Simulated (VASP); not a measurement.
Write the native input for VASP 6.6.1 that does the following.

```
Task                   : single point
Functional             : PBE
Potentials or basis    : VASP PAW PBE potentials, release 64 (Ru_pv, Al)
Cutoff                 : 520 eV
k mesh                 : 13 × 13 × 13
Occupations            : fermi-dirac, width 0.1 eV
Spin                   : no spin polarisation
Dipole correction      : no
Further INCAR settings : ALGO = Normal; EDIFF = 1e-07; NBANDS = 16
```

The structure of AlRu (CsCl type) lies in POSCAR:

```
AlRu
1.0
    2.4616467969      0.0000000000      0.0000000000
    0.0000000000      2.4616467969      0.0000000000
    0.0000000000      0.0000000000      2.4616467969
Ru Al
1 1
Direct
    0.0000000000      0.0000000000      0.0000000000
    0.5000000000      0.5000000000      0.5000000000
```

This cell differs from its parent crystal: volume scaled by 0.55.

These files were run (other wordings do the same):

INCAR

```
PREC = Accurate
ENCUT = 520
EDIFF = 1E-7
ISMEAR = -1
SIGMA = 0.1
LREAL = F
LASPH = T
NELM = 80
ALGO = Normal
ISIF = 2
LWAVE = F
LCHARG = F
GGA = PE
NBANDS = 16
```

KPOINTS

```
Automatic mesh
0
Gamma
  13 13 13
```

Potentials or basis: VASP PAW PBE potentials, release 64 (Ru_pv, Al).

Launch:

```bash
$ cat potpaw_PBE.64/Ru_pv/POTCAR potpaw_PBE.64/Al/POTCAR > POTCAR
$ mpirun -np 1 vasp_std > vasp.out
```

Results of the run:

```
Pressure : 438.1 GPa
```

It took 12 s on 1 thread of Intel(R) Xeon(R) 6975P-C (Granite Rapids), with other jobs on the host, peak memory 0.13 GiB.
